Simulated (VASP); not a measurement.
# Zn8HS8 (a cell with a defect) in VASP: further runs

The runs below take Zn8HS8 (a cell with a defect) through single point, with PBE.

Program: VASP 6.6.1. These are calculated values, not measurements. Logs are shortened: lines on timing, memory, paths and dates and some standing lists are left out, and cuts for length are marked.

## (1) The cell of the first run

The cell holds a defect, 17 atoms: a = 7.697 Å, b = 7.697 Å, c = 7.697 Å, α = 60.00°, β = 60.00°, γ = 60.00°.

## (2) Single point, PBE

Contents of INCAR:

```
  PREC = Accurate
  ENCUT = 520
  EDIFF = 1E-6
  ISMEAR = 0
  SIGMA = 0.02
  LREAL = Auto
  LASPH = True
  NELM = 80
  ALGO = Normal
  ISIF = 2
  LWAVE = False
  LCHARG = False
  GGA = PE
  NBANDS = 86
  NELECT = 146.0
```

Contents of KPOINTS:

```
Automatic mesh
0
Gamma
  2 2 2
```

Contents of POSCAR:

```
Zn8HS8
1.0
    0.0000000000      5.4423087484     -5.4423087484
    5.4423087484      5.4423087484      0.0000000000
    5.4423087484      0.0000000000     -5.4423087484
Zn S H
8 8 1
Direct
    0.4992497900      0.4850940331     -0.0029273422
    0.5251669158     -0.0276341360      0.0071893202
    0.9099847563      0.5344823556      0.0418658717
    1.0163845448      0.0001537032     -0.0079875108
    0.5135894763      0.4878744707      0.5081055904
    0.5022208637     -0.0055386420      0.5048164533
    1.0145876052      0.4822491926      0.5092239577
    1.0160353364     -0.0152872621      0.4913332050
    0.3861968509      0.3662492505      0.3769807254
    0.3807842583      0.8675848281      0.3853503351
    0.8903505339      0.3493777343      0.3995693006
    0.8839982666      0.8623517549      0.3716747053
    0.3651485228      0.3609714353      0.8861288881
    0.3865754586      0.8644031821      0.8757279714
    0.8773314269      0.3692327269      0.8787153984
    0.8991716983      0.8903882936      0.8543539544
    0.6496568209      0.6493389411      1.1438401031
```

Potentials or basis: VASP PAW PBE potentials, release 64 (Zn, S, H).

Launch:

```bash
cat potpaw_PBE.64/Zn/POTCAR potpaw_PBE.64/S/POTCAR potpaw_PBE.64/H/POTCAR > POTCAR
mpirun -np 1 vasp_std > vasp.out
```

OUTCAR:

```text
PREC = Accurate
   ENCUT = 520
   EDIFF = 1E-6
   ISMEAR = 0
   LREAL = Auto
   LASPH = True
   NELM = 80
   ISIF = 2
   GGA = PE
   NELECT = 146.0

 ion  position               nearest neighbor table
   1  0.499  0.485  0.997-  13 2.32  15 2.38  14 2.39   9 2.39
   2  0.525  0.972  0.007-  16 2.37  14 2.38  10 2.38  13 2.45
   3  0.910  0.534  0.042-  17 1.66  15 2.34  11 2.35  16 2.35  13 2.87
   4  0.016  0.000  0.992-  16 2.29  15 2.32  14 2.33  12 2.39
   5  0.514  0.488  0.508-  11 2.37  13 2.38  10 2.39   9 2.39
   6  0.502  0.994  0.505-  10 2.31  14 2.33   9 2.34  12 2.40
   7  0.015  0.482  0.509-  11 2.31  15 2.32   9 2.34  12 2.39
   8  0.016  0.985  0.491-  16 2.29  10 2.30  11 2.30  12 2.35
   9  0.386  0.366  0.377-   7 2.34   6 2.34   5 2.39   1 2.39
  10  0.381  0.868  0.385-   8 2.30   6 2.31   2 2.38   5 2.39
  11  0.890  0.349  0.400-   8 2.30   7 2.31   3 2.35   5 2.37
  12  0.884  0.862  0.372-   8 2.35   4 2.39   7 2.39   6 2.40
  13  0.365  0.361  0.886-   1 2.32   5 2.38   2 2.45   3 2.87
  14  0.387  0.864  0.876-   4 2.33   6 2.33   2 2.38   1 2.39
  15  0.877  0.369  0.879-   4 2.32   7 2.32   3 2.34   1 2.38
  16  0.899  0.890  0.854-   8 2.29   4 2.29   3 2.35   2 2.37
  17  0.650  0.649  0.144-   3 1.66

  LATTYP: Found a face centered cubic cell.
 ALAT       =    10.8846174968

  Lattice vectors:

 A1 = (   0.0000000000,   5.4423087484,  -5.4423087484)
 A2 = (   5.4423087484,   5.4423087484,   0.0000000000)
 A3 = (   5.4423087484,   0.0000000000,  -5.4423087484)

Analysis of symmetry for initial positions (statically):
=====================================================================
 Subroutine PRICEL returns:
 Original cell was already a primitive cell.

 Routine SETGRP: Setting up the symmetry group for a
 face centered cubic supercell.

 Subroutine GETGRP returns: Found  1 space group operations
 (whereof  1 operations were pure point group operations)
 out of a pool of 48 trial point group operations.

The static configuration has the point symmetry C_1 .

Analysis of symmetry for dynamics (positions and initial velocities):
=====================================================================
 Subroutine PRICEL returns:
 Original cell was already a primitive cell.

 Routine SETGRP: Setting up the symmetry group for a
 face centered cubic supercell.

 Subroutine GETGRP returns: Found  1 space group operations
 (whereof  1 operations were pure point group operations)
 out of a pool of 48 trial point group operations.

The dynamic configuration has the point symmetry C_1 .

 Subroutine INISYM returns: Found  1 space group operations
 (whereof  1 operations are pure point group operations),
 and found     1 'primitive' translations

----------------------------------------------------------------------------------------

                                     Primitive cell

  volume of cell :     322.3885

  direct lattice vectors                    reciprocal lattice vectors
     0.000000000  5.442308748 -5.442308748    -0.091872774  0.091872774 -0.091872774
     5.442308748  5.442308748  0.000000000     0.091872774  0.091872774  0.091872774
     5.442308748  0.000000000 -5.442308748     0.091872774 -0.091872774 -0.091872774

  length of vectors
     7.696586843  7.696586843  7.696586843     0.159128312  0.159128312  0.159128312

  position of ions in fractional coordinates (direct lattice)
     0.499249790  0.485094033  0.997072658
     0.525166916  0.972365864  0.007189320
     0.909984756  0.534482356  0.041865872
     0.016384545  0.000153703  0.992012489
     0.513589476  0.487874471  0.508105590
     0.502220864  0.994461358  0.504816453
[... 9 lines left out ...]
     0.899171698  0.890388294  0.854353954
     0.649656821  0.649338941  0.143840103

  ion indices of the primitive-cell ions
   primitive index   ion index
                 1           1
                 2           2
                 3           3
                 4           4
                 5           5
                 6           6
[... 9 lines left out ...]
                16          16
                17          17

----------------------------------------------------------------------------------------

 KPOINTS: Automatic mesh

Automatic generation of k-mesh.
 Grid dimensions read from file:
 generate k-points for:    2    2    2

 Generating k-lattice:

  Cartesian coordinates                     Fractional coordinates (reciprocal lattice)
    -0.045936387  0.045936387 -0.045936387     0.500000000  0.000000000  0.000000000
     0.045936387  0.045936387  0.045936387     0.000000000  0.500000000  0.000000000
     0.045936387 -0.045936387 -0.045936387     0.000000000  0.000000000  0.500000000

  Length of vectors
     0.079564156  0.079564156  0.079564156

  Shift w.r.t. Gamma in fractional coordinates (k-lattice)
     0.000000000  0.000000000  0.000000000

 Subroutine IBZKPT returns following result:
 ===========================================

 Found      8 irreducible k-points:

 Following reciprocal coordinates:
            Coordinates               Weight
  0.000000  0.000000  0.000000      1.000000
  0.500000  0.000000  0.000000      1.000000
  0.000000  0.500000  0.000000      1.000000
  0.000000  0.000000  0.500000      1.000000
  0.500000  0.500000  0.500000      1.000000
  0.500000  0.500000  0.000000      1.000000
  0.000000  0.500000  0.500000      1.000000
  0.500000  0.000000  0.500000      1.000000
   k-points           NKPTS =      8   k-points in BZ     NKDIM =      8   number of bands    NBANDS=     86
   number of dos      NEDOS =    301   number of ions     NIONS =     17
   total plane-waves  NPLWV = 216000
   dimension x,y,z NGX =    60 NGY =   60 NGZ =   60
   dimension x,y,z NGXF=   120 NGYF=  120 NGZF=  120
   ions per type =               8   8   1
   NGX,Y,Z   is equivalent  to a cutoff of  12.96, 12.96, 12.96 a.u.
   NGXF,Y,Z  is equivalent  to a cutoff of  25.92, 25.92, 25.92 a.u.
 SYSTEM =  unknown system
   PREC   = accura    normal or accurate (medium, high low for compatibility)
   ISTART =      0    job   : 0-new  1-cont  2-samecut
   ICHARG =      2    charge: 1-file 2-atom 10-const
   ISPIN  =      1    spin polarized calculation?
   LNONCOLLINEAR =      F non collinear calculations
   LSORBIT =      F    spin-orbit coupling
   LASPH  =      T    aspherical Exc in radial PAW
   ENCUT  =  520.0 eV  38.22 Ry    6.18 a.u.  14.31 14.31 14.31*2*pi/ulx,y,z
   NELM   =     80;   NELMIN=  2; NELMDL= -5     # of ELM steps
   EDIFF  = 0.1E-05   stopping-criterion for ELM
   LREAL  =      T    real-space projection
   EDIFFG = 0.1E-04   stopping-criterion for IOM
   NSW    =      0    number of steps for IOM
   IBRION =     -1    ionic relax: 0-MD 1-quasi-New 2-CG
   NFREE  =      0    steps in history (QN), initial steepest desc. (CG)
   ISIF   =      2    stress and relaxation
   ISYM   =      2    0-nonsym 1-usesym 2-fastsym
   POTIM  = 0.5000    time-step for ionic-motion
   TEBEG  =    0.0;   TEEND  =   0.0 temperature during run
   PSTRESS=    0.0 pullay stress
   NELECT =     146.0000    total number of electrons
   NUPDOWN=      -1.0000    fix difference up-down
   EMIN   =  10.00;   EMAX   =-10.00  energy-range for DOS
   EFERMI =   0.00;   METHOD = LEGACY
   ISMEAR =     0;   SIGMA  =   0.02  broadening in eV -4-tet -1-fermi 0-gaus
   EFERMI_NEDOS =   21; number of points for ismear=-14 and -15
   IALGO  =     38    algorithm
   IMIX   =      4    mixing-type and parameters
     AMIX     =   0.40;   BMIX     =  1.00
     AMIX_MAG =   1.60;   BMIX_MAG =  1.00
  volume/ion in A,a.u.               =      18.96       127.98
  Fermi-wavevector in a.u.,A,eV,Ry     =   1.257185  2.375736 21.504209  1.580515
  Thomas-Fermi vector in A             =   2.390857
   LORBIT       =      0    0 simple, 1 ext, 2 COOP (PROOUT), +10 PAW based schemes
   GGA     = PE    functional components
   LHFCALC =     F    Hartree Fock is set to
   AEXX    =    0.0000 exact exchange contribution
   IVDW    =     0    specifies the selected vdW correction
   LEPSILON=     F    determine dielectric tensor
   LRPA    =     F    only Hartree local field effects (RPA)
 non-spin polarized calculation
 Gauss-broadening in eV      SIGMA  =   0.02
  energy-cutoff  :      520.00
  volume of cell :      322.39
 maximum number of plane-waves:      8694
 NGX is ok and might be reduce to    60
   NGX = 29   NGY = 29   NGZ = 29

 number of electron     146.0000029 magnetization

 Free energy of the ion-electron system (eV)
  ---------------------------------------------------
  ext. energy  EPLUGINS =         0.00000000
  ---------------------------------------------------
  free energy    TOTEN  =       -52.44654831 eV

  energy without entropy =      -52.44654831  energy(sigma->0) =      -52.44654831

 E-fermi :   3.2343     XC(G=0):  -9.6525

 val. band max:        3.1447238415   @ k =   0.0000   0.5000   0.5000
 cond. band min:       4.1870729803   @ k =   0.0000   0.0000   0.0000
 fundamental gap:      1.0423491388
 Fermi energy:         3.2342660321

 k-point     1 :       0.0000    0.0000    0.0000
  band No.  band energies     occupation
      1     -11.1058      2.00000
      2     -10.2307      2.00000
      3     -10.2192      2.00000
      4     -10.2000      2.00000
      5     -10.1597      2.00000
      6      -9.9100      2.00000
[... 77 lines left out ...]
     84       7.6812      0.00000
     85       8.2649      0.00000

 k-point     2 :       0.5000    0.0000    0.0000
  band No.  band energies     occupation
      1     -10.7522      2.00000
      2     -10.6413      2.00000
      3     -10.1575      2.00000
      4     -10.1082      2.00000
      5     -10.0924      2.00000
      6     -10.0642      2.00000
[... 517 lines left out ...]
     84       7.9578      0.00000
     85       8.1254      0.00000

 k-point     8 :       0.5000    0.0000    0.5000
  band No.  band energies     occupation
      1     -10.6062      2.00000
      2     -10.5510      2.00000
      3     -10.2716      2.00000
      4     -10.2510      2.00000
      5     -10.2029      2.00000
      6     -10.0849      2.00000
[... 77 lines left out ...]
     84       7.9698      0.00000
     85       8.1640      0.00000
 [bands above 85 left out]

------------------------ aborting loop because EDIFF is reached ----------------------------------------

  FORCE on cell =-STRESS in cart. coord.  units (eV):
  Direction    XX          YY          ZZ          XY          YZ          ZX
  --------------------------------------------------------------------------------------
  -------------------------------------------------------------------------------------
  Total       12.2979211     12.1371594     11.8244559     -0.1503184     -0.0188041     -0.8615098
  in kB       61.1171032     60.3181639     58.7641184     -0.7470388     -0.0934508     -4.2814538
  external PRESSURE =      60.0664618 kB  Pullay stress =       0.0000000 kB

 VOLUME and BASIS-vectors are now :
 -----------------------------------------------------------------------------
  energy-cutoff  :      520.00
  volume of cell :      322.39
      direct lattice vectors                 reciprocal lattice vectors
     0.000000000  5.442308748 -5.442308748    -0.091872774  0.091872774 -0.091872774
     5.442308748  5.442308748  0.000000000     0.091872774  0.091872774  0.091872774
     5.442308748  0.000000000 -5.442308748     0.091872774 -0.091872774 -0.091872774

 POSITION                                       TOTAL-FORCE (eV/Angst)
 -----------------------------------------------------------------------------------
      8.06641      5.35710     -8.14345        -0.025866      0.006648     -0.004075
      5.33104      8.15004     -2.89725        -0.021988     -0.033817     -0.058082
      3.13666      7.86124     -5.18026         0.001194     -0.049538      0.058127
      5.39967      0.09001     -5.48801         0.018366      0.030131     -0.054841
      5.42043      5.45028     -5.56038         0.034721     -0.001134     -0.013308
      8.15953      8.14541     -5.48061         0.043754      0.027282     -0.024671
[... 9 lines left out ...]
      9.49543      9.73934     -9.54323         0.019955      0.012723     -0.082419
      4.31673      7.06954     -4.31846        -0.223507     -0.286810      0.336576
 -----------------------------------------------------------------------------------
    total drift:                               -0.004251     -0.003699     -0.000556

  FREE ENERGIE OF THE ION-ELECTRON SYSTEM (eV)
  ---------------------------------------------------
  free  energy   TOTEN  =       -52.4465483120 eV

  energy  without entropy=      -52.4465483120  energy(sigma->0) =      -52.44654831
```

Run time: 4.2 min. Hardware: 1 thread of Intel Xeon 6975P-C (Granite Rapids), shared host; peak memory 0.55 GiB.

What came out:

```yaml
Free_energy: -52.4465 eV
Largest_force: 0.495 eV/Å
```

Forces on the atoms (eV/Å):
```
Zn  -0.026  0.007 -0.004
Zn  -0.022 -0.034 -0.058
Zn   0.001 -0.050  0.058
Zn   0.018  0.030 -0.055
Zn   0.035 -0.001 -0.013
Zn   0.044  0.027 -0.025
Zn   0.011  0.059 -0.019
Zn   0.066  0.047 -0.035
S    0.003  0.051 -0.010
S    0.089  0.019 -0.044
S    0.030  0.083  0.037
S    0.057  0.045 -0.039
S   -0.036 -0.008 -0.021
S   -0.014  0.000 -0.036
S   -0.054 -0.002  0.009
S    0.020  0.013 -0.082
H   -0.224 -0.287  0.337
```

Levels at points of the mesh, in eV from the Fermi level:
```csv
k point,band 71,band 72,band 73,band 74,band 75,band 76
"(0.00, 0.00, 0.00)",-1.32,-1.24,-1.17,0.95,1.85,1.86
"(0.50, 0.00, 0.00)",-1.67,-1.59,-0.51,2.01,2.22,2.89
"(0.00, 0.50, 0.00)",-1.70,-1.47,-0.41,1.99,2.26,2.82
"(0.00, 0.00, 0.50)",-1.70,-1.41,-0.34,1.96,2.29,2.81
"(0.50, 0.50, 0.50)",-1.61,-1.43,-0.57,1.95,2.43,2.81
"(0.50, 0.50, 0.00)",-2.06,-1.70,-0.10,3.07,3.10,3.12
"(0.00, 0.50, 0.50)",-1.95,-1.92,-0.09,2.97,3.07,3.10
"(0.50, 0.00, 0.50)",-2.03,-1.80,-0.09,3.05,3.09,3.11
```

Caveat: the k points lie up to 0.50 Å⁻¹ apart; the cell carries a net charge on a neutralising background, which shifts energy and pressure; the cell is charged against a uniform background, so pressure and absolute levels hang on convention.

## (3) Single point, PBE

Contents of INCAR:

```
SYSTEM = Zn8HS8
ALGO = Normal
EDIFF = 1E-7
ENCUT = 520
GGA = PE
ISIF = 2
ISMEAR = 0
LASPH = .TRUE.
LCHARG = .FALSE.
LREAL = Auto
LWAVE = .FALSE.
NBANDS = 86
NELECT = 146.0
NELM = 80
PREC = Accurate
SIGMA = 0.02
```

Contents of KPOINTS:

```
k-points
0
G
  2 2 2
  0 0 0
```

Contents of POSCAR:

```
Zn8HS8
1.0
    0.0000000000      5.4423087484     -5.4423087484
    5.4423087484      5.4423087484      0.0000000000
    5.4423087484      0.0000000000     -5.4423087484
Zn S H
8 8 1
Direct
    0.5180179277      0.4858933262     -0.0010207984
    0.4936710915      0.0029089676     -0.0103877789
    1.0042655154      0.5338601932      0.0381830597
    0.9968147253     -0.0334276331      0.0080916945
    0.4980689493      0.4797557656      0.5117352081
    0.5020523690     -0.0070449880      0.5047754780
    0.9919595248      0.4862623791      0.5115373142
    1.0153506086     -0.0165777989      0.4860438138
    0.3717747547      0.3659520421      0.3787684777
    0.3884032674      0.8605062146      0.3696165714
    0.8645706662      0.3468168726      0.4015430952
    0.8698430609      0.8661477542      0.3861540381
    0.3718697512      0.3720968607      0.8815462742
    0.3737979769      0.8645659806      0.8764930879
    0.8876083154      0.3610279370      0.8897796365
    0.8569512895      0.8950378829      0.8469902597
    1.0332946475      0.6575100138      1.1441115872
```

Potentials or basis: VASP PAW PBE potentials, release 64 (Zn, S, H).

Launch:

```bash
cat potpaw_PBE.64/Zn/POTCAR potpaw_PBE.64/S/POTCAR potpaw_PBE.64/H/POTCAR > POTCAR
mpirun -np 1 vasp_std > vasp.out
```

Wall time 5.5 min (1 thread of Intel Xeon 6975P-C (Granite Rapids), shared host); peak memory 0.54 GiB.

The run converged. Its results:

```yaml
Free_energy: -52.3281 eV
Largest_force: 0.675 eV/Å
```

Forces on the atoms (eV/Å):
```
Zn  -0.023 -0.001  0.006
Zn   0.015 -0.074  0.051
Zn  -0.029  0.083 -0.054
Zn  -0.051 -0.129 -0.064
Zn   0.009 -0.033  0.072
Zn   0.064 -0.030  0.036
Zn   0.043 -0.015  0.027
Zn   0.104 -0.025  0.040
S    0.009 -0.012  0.054
S    0.059 -0.041  0.053
S    0.042  0.031  0.109
S    0.083 -0.057  0.035
S   -0.046  0.007  0.013
S   -0.006 -0.038  0.012
S   -0.052 -0.034 -0.022
S    0.032 -0.109  0.038
H   -0.251  0.477 -0.406
```

Levels at points of the mesh, in eV from the Fermi level:
| k point | band 70 | band 71 | band 72 | band 73 | band 74 | band 75 | band 76 | band 77 |
| --- | --- | --- | --- | --- | --- | --- | --- | --- |
| (0.00, 0.00, 0.00) | -1.54 | -1.48 | -1.39 | -1.33 | 0.76 | 1.67 | 1.69 | 1.74 |
| (0.50, 0.00, 0.00) | -2.04 | -1.79 | -1.64 | -0.70 | 1.77 | 2.24 | 2.61 | 2.67 |
| (0.00, 0.50, 0.00) | -1.94 | -1.88 | -1.70 | -0.42 | 1.82 | 2.06 | 2.65 | 2.75 |
| (0.00, 0.00, 0.50) | -1.99 | -1.87 | -1.60 | -0.31 | 1.77 | 2.09 | 2.63 | 2.69 |
| (0.50, 0.50, 0.50) | -1.88 | -1.87 | -1.78 | -0.57 | 1.84 | 2.04 | 2.73 | 2.78 |
| (0.50, 0.50, 0.00) | -2.30 | -2.23 | -2.05 | -0.14 | 2.84 | 2.89 | 2.94 | 3.08 |
| (0.00, 0.50, 0.50) | -2.25 | -2.17 | -2.13 | -0.17 | 2.74 | 2.87 | 2.92 | 3.06 |
| (0.50, 0.00, 0.50) | -2.32 | -2.27 | -1.89 | -0.11 | 2.90 | 2.92 | 2.95 | 3.12 |

Caveat: the k points lie up to 0.50 Å⁻¹ apart; the cell carries a net charge on a neutralising background, which shifts energy and pressure; the cell is charged against a uniform background, so pressure and absolute levels hang on convention.
